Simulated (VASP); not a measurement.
Here is a VASP 6.6.1 calculation.

Contents of INCAR:

```
  ALGO = Normal
  EDIFF = 1E-6
  ENCUT = 520
  GGA = PE
  ISIF = 2
  ISMEAR = 0
  LASPH = True
  LCHARG = False
  LREAL = False
  LWAVE = False
  NBANDS = 40
  NELM = 80
  PREC = Accurate
  SIGMA = 0.02
```

KPOINTS

```
k-points
0
Gamma
  6 6 6
```

Contents of POSCAR:

```
BaHf2O5
1.0
    2.0992493195     -6.6760844547      0.0000000000
    2.0992493195      6.6760844547      0.0000000000
    0.0000000000      0.0000000000      4.1125691750
Ba Hf O
1 2 5
Direct
    0.5000000000      0.5000000000      0.0000000000
    0.8427138986      0.1572861014      0.5000000000
    0.1572861014      0.8427138986      0.5000000000
    0.8605538225      0.1394461775      0.0000000000
    0.1394461775      0.8605538225      0.0000000000
    0.0000000000      0.0000000000      0.5000000000
    0.3212751472      0.6787248528      0.5000000000
    0.6787248528      0.3212751472      0.5000000000
```

Potentials or basis: VASP PAW PBE potentials, release 64 (Ba_sv, Hf_pv, O).

Run with:

```bash
$ cat potpaw_PBE.64/Ba_sv/POTCAR potpaw_PBE.64/Hf_pv/POTCAR potpaw_PBE.64/O/POTCAR > POTCAR
$ mpirun -np 1 vasp_std > vasp.out
```

(1) Predict the band gap on the k mesh.

(2) What does it give for the pressure?

(3) What does it give for the largest force?

Answers

(1) 3.22 eV (least direct gap 3.47 eV).

(2) -1.1 GPa.

(3) 0.124 eV/Å.

Caveat: spin-orbit coupling is left out, which moves the levels of the heavy elements.
